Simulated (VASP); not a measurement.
Tl, 1 atom in the cell. The structure is cubic, space group Im-3m (No. 229). Conventional cell: a = 3.882 Å, b = 3.882 Å, c = 3.882 Å, α = 90.00°, β = 90.00°, γ = 90.00°. Within 4.4 Å of Tl (site symmetry m-3m) lie 14 Tl at 3.36 to 3.88 Å. This isn't the form of Tl at room conditions, which is hcp.

| Property | Result |
| --- | --- |
| Program | VASP 6.6.1 |
| Task | single point |
| Functional | PBE |
| Dispersion | D3(BJ) |
| Potentials or basis | VASP PAW PBE potentials, release 64 (Tl_d) |
| Cutoff | 520 eV |
| k mesh | 18 × 18 × 18 |
| Occupations | gaussian, width 0.15 eV |
| Spin | no spin polarisation |
| Dipole correction | no |
| Further INCAR settings | ALGO = Fast; EDIFF = 1e-06; NBANDS = 12 |

Potentials or basis: VASP PAW PBE potentials, release 64 (Tl_d).

Launch:

```sh
$ cat potpaw_PBE.64/Tl_d/POTCAR > POTCAR
$ mpirun -np 1 vasp_std > vasp.out
```

Hardware: 1 thread of AMD EPYC 7R43 64-Core Processor (Zen 3) (shared host).

**Question.** How long does it take, and how much memory?

**Answer.** Run time: 64 s on 1 thread of AMD EPYC 7R43 64-Core Processor (Zen 3), on a shared host, peak memory 0.18 GiB. Counts: scf iterations 11, k points 195.
